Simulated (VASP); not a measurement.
# SiC: single point with LDA

Crystal: SiC.

```
Si C
1.0
     3.05926    0.00000    0.00000
    -1.52963    2.64939    0.00000
     0.00000    0.00000   15.01079
Si C
6 6
Cartesian
  0.0000 0.0000 1.8769
  0.0000 0.0000 9.3823
  0.0000 1.7663 4.3804
  1.5296 0.8831 11.8858
  0.0000 1.7663 14.3850
  1.5296 0.8831 6.8796
  0.0000 0.0000 -0.0047
  0.0000 0.0000 7.5007
  0.0000 1.7663 2.5042
  1.5296 0.8831 10.0096
  0.0000 1.7663 12.5088
  1.5296 0.8831 5.0034
```

* Program: VASP 6.6.1
* Task: single point
* Functional: LDA
* Potentials or basis: VASP PAW LDA potentials, release 64 (Si, C)
* Cutoff: 520 eV
* k mesh: 12 × 12 × 2
* Occupations: gaussian, width 0.02 eV
* Spin: no spin polarisation

- Pressure: 0.4 GPa
- Band gap on the k mesh: 1.97 eV (least direct gap 3.07 eV)

Levels at points of the mesh, in eV from the valence-band top:
```
           k point  band 20  band 21  band 22  band 23  band 24  band 25  band 26  band 27  band 28  band 29
(0.00, 0.00, 0.00)    -0.30    -0.30    -0.04     0.00     0.00     5.31     5.48     5.90     6.41     6.58
(0.50, 0.00, 0.00)    -2.28    -1.83    -1.80    -1.69    -1.11     1.97     2.16     3.16     3.86     4.54
(0.00, 0.00, 0.50)    -0.64    -0.10    -0.10    -0.10    -0.10     5.38     5.38     6.13     6.13     6.90
(0.50, 0.00, 0.50)    -2.38    -1.73    -1.73    -1.32    -1.32     2.01     2.01     3.38     3.38     4.82
```

Wall time 2.8 min on 1 thread of Oxide Virtual Turin-like Processor, on a shared host, peak memory 0.23 GiB.

A k mesh can miss the band edges.
